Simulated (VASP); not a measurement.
Here is a VASP 6.6.1 calculation.

Contents of INCAR:

```
PREC     = Accurate       # precision mode
ENCUT    = 520            # plane-wave cutoff, eV
EDIFF    = 1E-6           # SCF threshold, eV
ISMEAR   = 0              # smearing method
SIGMA    = 0.15           # smearing width, eV
LREAL    = F              # projectors in reciprocal space
LASPH    = T              # aspherical terms in the spheres
NELM     = 150            # most SCF steps
ALGO     = Fast           # electronic algorithm
ISIF     = 2              # what is computed and relaxed
LWAVE    = F              # write WAVECAR
LCHARG   = F              # write CHGCAR
ISPIN    = 2              # spin polarisation
MAGMOM   = -0.01 0.16     # initial moments
LORBIT   = 11             # projections on sites
LMAXMIX  = 4              # l up to which the mixer works
GGA      = PE             # functional
NBANDS   = 17             # bands
```

KPOINTS

```
regular mesh
0
Gamma
  16 16 16
```

POSCAR

```
AlCo
1.0
    2.7066270816      0.0000000000      0.0000000000
    0.0000000000      2.7066270816      0.0000000000
    0.0000000000      0.0000000000      2.9321793384
Al Co
1 1
Direct
    0.0000000000      0.0000000000      0.0000000000
    0.5000000000      0.5000000000      0.5000000000
```

Potentials or basis: VASP PAW PBE potentials, release 64 (Al, Co).

The run is started by

```bash
$ cat potpaw_PBE.64/Al/POTCAR potpaw_PBE.64/Co/POTCAR > POTCAR
$ mpirun -np 1 vasp_std > vasp.out
```

**Question.** What does it give for the net moment?

**Answer.** 0.00 μB per cell.

**Question.** Estimate the pressure.

**Answer.** 16.9 GPa.

**Question.** What does it give for the band gap on the k mesh?

**Answer.** Zero (filled and empty bands overlap).

Stress tensor (GPa, compression positive):
```
20.89  0.00  0.00
 0.00 20.89  0.00
 0.00  0.00  9.00
```

Caveat: the cell differs from its parent crystal (strain -0.040 along x and y, +0.040 along z); the cell stands under pressure.
